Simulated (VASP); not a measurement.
# NaH (Fm-3m) in VASP: further runs, part 3 of 3

VASP 6.6.1.

### Step 5. Single point, PBE (volume changed by +3%)

The input, INCAR:

```
PREC = Accurate
ENCUT = 520
EDIFF = 1E-6
ISMEAR = 0
SIGMA = 0.01
LREAL = False
LASPH = True
NELM = 100
ALGO = Normal
ISIF = 2
LWAVE = False
LCHARG = False
GGA = PE
NBANDS = 11
```

The input, KPOINTS:

```
Automatic mesh
0
Gamma
  8 8 8
```

The input, POSCAR:

```
NaH
1.0
    0.0000000000      2.4400937828      2.4400937828
    2.4400937828      0.0000000000      2.4400937828
    2.4400937828      2.4400937828      0.0000000000
Na H
1 1
Direct
    0.0000000000      0.0000000000      0.0000000000
    0.5000000000      0.5000000000      0.5000000000
```

Potentials or basis: VASP PAW PBE potentials, release 64 (Na_pv, H).

The run is started by

```
cat potpaw_PBE.64/Na_pv/POTCAR potpaw_PBE.64/H/POTCAR > POTCAR
mpirun -np 1 vasp_std > vasp.out
```

OUTCAR:

```text
PREC = Accurate
   ENCUT = 520
   EDIFF = 1E-6
   ISMEAR = 0
   LREAL = False
   LASPH = True
   NELM = 100
   ISIF = 2
   GGA = PE

 ion  position               nearest neighbor table
   1  0.000  0.000  0.000-
   2  0.500  0.500  0.500-

  LATTYP: Found a face centered cubic cell.
 ALAT       =     4.8801875656

  Lattice vectors:

 A1 = (   0.0000000000,   2.4400937828,   2.4400937828)
 A2 = (   2.4400937828,   0.0000000000,   2.4400937828)
 A3 = (   2.4400937828,   2.4400937828,   0.0000000000)

Analysis of symmetry for initial positions (statically):
=====================================================================
 Subroutine PRICEL returns:
 Original cell was already a primitive cell.

 Routine SETGRP: Setting up the symmetry group for a
 face centered cubic supercell.

 Subroutine GETGRP returns: Found 48 space group operations
 (whereof 48 operations were pure point group operations)
 out of a pool of 48 trial point group operations.

The static configuration has the point symmetry O_h .

Analysis of symmetry for dynamics (positions and initial velocities):
=====================================================================
 Subroutine PRICEL returns:
 Original cell was already a primitive cell.

 Routine SETGRP: Setting up the symmetry group for a
 face centered cubic supercell.

 Subroutine GETGRP returns: Found 48 space group operations
 (whereof 48 operations were pure point group operations)
 out of a pool of 48 trial point group operations.

The dynamic configuration has the point symmetry O_h .

 Subroutine INISYM returns: Found 48 space group operations
 (whereof 48 operations are pure point group operations),
 and found     1 'primitive' translations

----------------------------------------------------------------------------------------

                                     Primitive cell

  volume of cell :      29.0569

  direct lattice vectors                    reciprocal lattice vectors
     0.000000000  2.440093783  2.440093783    -0.204910157  0.204910157  0.204910157
     2.440093783  0.000000000  2.440093783     0.204910157 -0.204910157  0.204910157
     2.440093783  2.440093783  0.000000000     0.204910157  0.204910157 -0.204910157

  length of vectors
     3.450813721  3.450813721  3.450813721     0.354914803  0.354914803  0.354914803

  position of ions in fractional coordinates (direct lattice)
     0.000000000  0.000000000  0.000000000
     0.500000000  0.500000000  0.500000000

  ion indices of the primitive-cell ions
   primitive index   ion index
                 1           1
                 2           2

----------------------------------------------------------------------------------------

 KPOINTS: Automatic mesh

Automatic generation of k-mesh.
 Grid dimensions read from file:
 generate k-points for:    8    8    8

 Generating k-lattice:

  Cartesian coordinates                     Fractional coordinates (reciprocal lattice)
    -0.025613770  0.025613770  0.025613770     0.125000000  0.000000000  0.000000000
     0.025613770 -0.025613770  0.025613770     0.000000000  0.125000000  0.000000000
     0.025613770  0.025613770 -0.025613770     0.000000000  0.000000000  0.125000000

  Length of vectors
     0.044364350  0.044364350  0.044364350

  Shift w.r.t. Gamma in fractional coordinates (k-lattice)
     0.000000000  0.000000000  0.000000000

 Subroutine IBZKPT returns following result:
 ===========================================

 Found     29 irreducible k-points:

 Following reciprocal coordinates:
            Coordinates               Weight
  0.000000  0.000000  0.000000      1.000000
  0.125000  0.000000  0.000000      8.000000
  0.250000  0.000000  0.000000      8.000000
  0.375000  0.000000  0.000000      8.000000
  0.500000  0.000000  0.000000      4.000000
  0.125000  0.125000  0.000000      6.000000
[... 16 lines left out ...]
  0.500000  0.250000  0.125000     48.000000
 -0.375000  0.250000  0.125000     24.000000
 [... further k-points ...]
   k-points           NKPTS =     29   k-points in BZ     NKDIM =     29   number of bands    NBANDS=     11
   number of dos      NEDOS =    301   number of ions     NIONS =      2
   total plane-waves  NPLWV =  21952
   dimension x,y,z NGX =    28 NGY =   28 NGZ =   28
   dimension x,y,z NGXF=    56 NGYF=   56 NGZF=   56
   ions per type =               1   1
   NGX,Y,Z   is equivalent  to a cutoff of  13.49, 13.49, 13.49 a.u.
   NGXF,Y,Z  is equivalent  to a cutoff of  26.98, 26.98, 26.98 a.u.
 SYSTEM =  unknown system
   PREC   = accura    normal or accurate (medium, high low for compatibility)
   ISTART =      0    job   : 0-new  1-cont  2-samecut
   ICHARG =      2    charge: 1-file 2-atom 10-const
   ISPIN  =      1    spin polarized calculation?
   LNONCOLLINEAR =      F non collinear calculations
   LSORBIT =      F    spin-orbit coupling
   LASPH  =      T    aspherical Exc in radial PAW
   ENCUT  =  520.0 eV  38.22 Ry    6.18 a.u.   6.42  6.42  6.42*2*pi/ulx,y,z
   NELM   =    100;   NELMIN=  2; NELMDL= -5     # of ELM steps
   EDIFF  = 0.1E-05   stopping-criterion for ELM
   LREAL  =      F    real-space projection
   EDIFFG = 0.1E-04   stopping-criterion for IOM
   NSW    =      0    number of steps for IOM
   IBRION =     -1    ionic relax: 0-MD 1-quasi-New 2-CG
   NFREE  =      0    steps in history (QN), initial steepest desc. (CG)
   ISIF   =      2    stress and relaxation
   ISYM   =      2    0-nonsym 1-usesym 2-fastsym
   POTIM  = 0.5000    time-step for ionic-motion
   TEBEG  =    0.0;   TEEND  =   0.0 temperature during run
   PSTRESS=    0.0 pullay stress
   NELECT =       8.0000    total number of electrons
   NUPDOWN=      -1.0000    fix difference up-down
   EMIN   =  10.00;   EMAX   =-10.00  energy-range for DOS
   EFERMI =   0.00;   METHOD = LEGACY
   ISMEAR =     0;   SIGMA  =   0.01  broadening in eV -4-tet -1-fermi 0-gaus
   EFERMI_NEDOS =   21; number of points for ismear=-14 and -15
   IALGO  =     38    algorithm
   IMIX   =      4    mixing-type and parameters
     AMIX     =   0.40;   BMIX     =  1.00
     AMIX_MAG =   1.60;   BMIX_MAG =  1.00
  volume/ion in A,a.u.               =      14.53        98.04
  Fermi-wavevector in a.u.,A,eV,Ry     =   1.065013  2.012583 15.432450  1.134253
  Thomas-Fermi vector in A             =   2.200551
   LORBIT       =      0    0 simple, 1 ext, 2 COOP (PROOUT), +10 PAW based schemes
   GGA     = PE    functional components
   LHFCALC =     F    Hartree Fock is set to
   AEXX    =    0.0000 exact exchange contribution
   IVDW    =     0    specifies the selected vdW correction
   LEPSILON=     F    determine dielectric tensor
   LRPA    =     F    only Hartree local field effects (RPA)
 non-spin polarized calculation
 Gauss-broadening in eV      SIGMA  =   0.01
  energy-cutoff  :      520.00
  volume of cell :       29.06
 maximum number of plane-waves:       817
 NGX is ok and might be reduce to    28
   NGX = 13   NGY = 13   NGZ = 13

 number of electron       8.0000008 magnetization

 Free energy of the ion-electron system (eV)
  ---------------------------------------------------
  ext. energy  EPLUGINS =         0.00000000
  ---------------------------------------------------
  free energy    TOTEN  =        -5.08603147 eV

  energy without entropy =       -5.08603147  energy(sigma->0) =       -5.08603147

 E-fermi :  -1.0963     XC(G=0):  -7.6719

 val. band max:       -1.2054171560   @ k =  -0.2500   0.5000   0.2500
 cond. band min:       2.5061824411   @ k =   0.5000   0.0000   0.0000
 fundamental gap:      3.7115995970
 Fermi energy:        -1.0962683646

 k-point     1 :       0.0000    0.0000    0.0000
  band No.  band energies     occupation
      1     -23.3603      2.00000
      2     -23.3603      2.00000
      3     -23.3603      2.00000
      4      -4.7405      2.00000
      5       8.9571      0.00000
      6      14.1791      0.00000
      7      14.1791      0.00000
      8      14.1791      0.00000
      9      14.9663      0.00000
     10      14.9663      0.00000
     11      14.9663      0.00000
[... 309 lines left out ...]
 k-point    24 :      -0.3750    0.2500    0.1250
  band No.  band energies     occupation
      1     -23.4319      2.00000
      2     -23.3916      2.00000
      3     -23.3774      2.00000
      4      -1.6794      2.00000
      5       3.2760      0.00000
      6       6.5008      0.00000
      7       9.6191      0.00000
      8      13.4335      0.00000
      9      14.6715      0.00000
     10      17.8295      0.00000
     11      19.8930      0.00000

 [... further k-points ...]
[... 5 lines left out ...]
  --------------------------------------------------------------------------------------
  -------------------------------------------------------------------------------------
  Total       -0.1246205     -0.1246205     -0.1246205      0.0000000      0.0000000      0.0000000
  in kB       -6.8714843     -6.8714843     -6.8714843      0.0000000      0.0000000      0.0000000
  external PRESSURE =      -6.8714843 kB  Pullay stress =       0.0000000 kB

 VOLUME and BASIS-vectors are now :
 -----------------------------------------------------------------------------
  energy-cutoff  :      520.00
  volume of cell :       29.06
      direct lattice vectors                 reciprocal lattice vectors
     0.000000000  2.440093783  2.440093783    -0.204910157  0.204910157  0.204910157
     2.440093783  0.000000000  2.440093783     0.204910157 -0.204910157  0.204910157
     2.440093783  2.440093783  0.000000000     0.204910157  0.204910157 -0.204910157

 POSITION                                       TOTAL-FORCE (eV/Angst)
 -----------------------------------------------------------------------------------
      0.00000      0.00000      0.00000        -0.000000      0.000000     -0.000000
      2.44009      2.44009      2.44009         0.000000     -0.000000      0.000000
 -----------------------------------------------------------------------------------
    total drift:                               -0.000000      0.000000      0.000000

  FREE ENERGIE OF THE ION-ELECTRON SYSTEM (eV)
  ---------------------------------------------------
  free  energy   TOTEN  =        -5.0860314676 eV

  energy  without entropy=       -5.0860314676  energy(sigma->0) =       -5.08603147
```

OSZICAR:

```text
N       E                     dE             d eps       ncg     rms          rms(c)
DAV:   1     0.407483551323E+02    0.40748E+02   -0.46129E+03   641   0.744E+02
DAV:   2    -0.406986299400E+01   -0.44818E+02   -0.44248E+02   650   0.199E+02
DAV:   3    -0.550106462687E+01   -0.14312E+01   -0.14287E+01   792   0.350E+01
DAV:   4    -0.551116786996E+01   -0.10103E-01   -0.10102E-01   735   0.296E+00
DAV:   5    -0.551125617113E+01   -0.88301E-04   -0.88300E-04   760   0.289E-01    0.317E+00
DAV:   6    -0.517161584986E+01    0.33964E+00   -0.33303E-01   735   0.272E+00    0.146E+00
DAV:   7    -0.508117703241E+01    0.90439E-01   -0.32320E-01   713   0.210E+00    0.355E-01
DAV:   8    -0.508613046638E+01   -0.49534E-02   -0.10347E-02   707   0.940E-01    0.696E-02
DAV:   9    -0.508604199686E+01    0.88470E-04   -0.12087E-03   751   0.358E-01    0.230E-02
DAV:  10    -0.508602831040E+01    0.13686E-04   -0.65085E-05   735   0.506E-02    0.441E-03
DAV:  11    -0.508603172979E+01   -0.34194E-05   -0.62992E-06   698   0.112E-02    0.316E-03
DAV:  12    -0.508603146762E+01    0.26217E-06   -0.22682E-07   445   0.324E-03
   1 F= -.50860315E+01 E0= -.50860315E+01  d E =-.120452E-55
```

stdout:

```text
POSCAR found type information on POSCAR NaH
 POSCAR found :  2 types and       2 ions
 scaLAPACK will be used
 LDA part: xc-table for (Slater+PW92), standard interpolation
 POSCAR, INCAR and KPOINTS ok, starting setup
 FFT: planning ... GRIDC
 FFT: planning ... GRID_SOFT
 FFT: planning ... GRID
 WAVECAR not read
 entering main loop
```

It took 20 s on 1 thread of AMD EPYC 7R13, shared host; peak memory 0.12 GiB.

Results:

* Free energy: -5.0860 eV
* Pressure: -0.7 GPa
* Band gap on the k mesh: 3.71 eV, indirect (least direct gap 4.55 eV)

Levels at points of the mesh, in eV from the valence-band top:
```tsv
k point	band 1	band 2	band 3	band 4	band 5	band 6	band 7	band 8
(0.00, 0.00, 0.00)	-22.15	-22.15	-22.15	-3.54	10.16	15.38	15.38	15.38
(0.50, 0.00, 0.00)	-22.24	-22.17	-22.17	-0.84	3.71	10.58	13.20	13.20
(0.50, 0.50, 0.00)	-22.23	-22.18	-22.18	-0.17	4.58	9.92	10.49	10.49
```

 A k mesh can miss the band edges.

### Step 6. Summary

```csv
cell,gap on the mesh (eV),pressure (GPa)
"a = 3.347 Å, angles 60.0°, 2 atoms",3.87,1.6
"a = 3.417 Å, angles 60.0°, 2 atoms",3.76,0.0
"a = 3.382 Å, angles 60.0°, 2 atoms",3.81,0.7
"a = 3.451 Å, angles 60.0°, 2 atoms",3.71,-0.7
```

Alike in all rows: task single point; level PBE; potentials or basis VASP PAW PBE potentials, release 64 (Na_pv, H); no spin polarisation; k mesh 8 × 8 × 8; cutoff (eV) 520; smearing gaussian 0.01 eV.

Absolute energies hang on the potentials; compare differences alone.
